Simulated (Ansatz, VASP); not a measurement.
# One calculation of ZnS, two programs

Contents of INCAR:

```
SYSTEM = ZnS
PREC = Accurate ; ENCUT = 520
EDIFF = 1E-7 ; ISMEAR = -1
SIGMA = 0.03 ; LREAL = .FALSE.
LASPH = .TRUE. ; NELM = 60
ALGO = Normal ; ISIF = 2
LWAVE = .FALSE. ; LCHARG = .FALSE.
GGA = PE ; NBANDS = 26
```

File KPOINTS:

```
Automatic mesh
0
G
  8 8 5
  0 0 0
```

The input POSCAR:

```
ZnS
1.0
    3.8611492535      0.0000000000      0.0000000000
   -1.9305746268      3.3438533413      0.0000000000
    0.0000000000      0.0000000000      6.3160357234
Zn S
2 2
Direct
    0.3333333333      0.6666666667      0.0000000000
    0.6666666667      0.3333333333      0.5000000000
    0.3333333333      0.6666666667      0.3850000000
    0.6666666667      0.3333333333      0.8850000000
```

Input for Ansatz:

```yaml
crystal:
  lattice:
    - [3.8611492535, 0.0, 0.0]
    - [-1.9305746268, 3.3438533413, 0.0]
    - [0.0, 0.0, 6.3160357234]
  atoms:
    - { symbol: Zn, position: [0.3333333333, 0.6666666667, 0.0] }
    - { symbol: Zn, position: [0.6666666667, 0.3333333333, 0.5] }
    - { symbol: S, position: [0.3333333333, 0.6666666667, 0.385] }
    - { symbol: S, position: [0.6666666667, 0.3333333333, 0.885] }
kpoints:
  mp_grid: { grid: [8, 8, 5] }
  band_path:
    path:
      - [0.0, 0.0, 0.0]
      - [0.5, 0.0, 0.0]
      - [0.3333333333, 0.3333333333, 0.0]
      - [0.0, 0.0, 0.0]
      - [0.0, 0.0, 0.5]
      - [0.5, 0.0, 0.5]
      - [0.3333333333, 0.3333333333, 0.5]
      - [0.0, 0.0, 0.5]
      - [0.5, 0.0, 0.5]
    npoints: 5
scf:
  occupations: { method: fermi_dirac, width: 0.03 }
hamiltonian:
  xc: pbe
  pseudopotentials: { kind: all_electron, lapw: { basis_error: 0.001 } }
output:
  forces: true
  stress: true
  eigenvalues: true
```

Change from the starting cell: volume scaled by 1.04.

Alike in both runs: task single point; functional PBE; k mesh 8 × 8 × 5; occupations fermi-dirac, width 0.03 eV; no spin polarisation.

|  | VASP | Ansatz |
| --- | --- | --- |
| version | VASP 6.6.1 | Ansatz 0.2.0 |
| potentials or method | VASP PAW PBE potentials, release 64 (Zn, S), cutoff 520 eV | all-electron LAPW, scalar-relativistic |

|  | VASP | Ansatz | Ansatz less VASP |
| --- | --- | --- | --- |
| gap on the k mesh at the Fermi level (eV) | 2.07 | 2.07 | -0.001 |
| pressure (GPa) | -0.4 | -0.5 | -0.12 |
| traceless stress, the component that is largest in VASP (GPa) | -1.00 | -0.98 | +0.018 |
| rms of the force components (eV/Å) | 0.160 | 0.158 | -0.0019 |

Atom by atom the forces differ by 0.002 eV/Å (rms over components). Ansatz ran all-electron here, and VASP with PAW potentials.
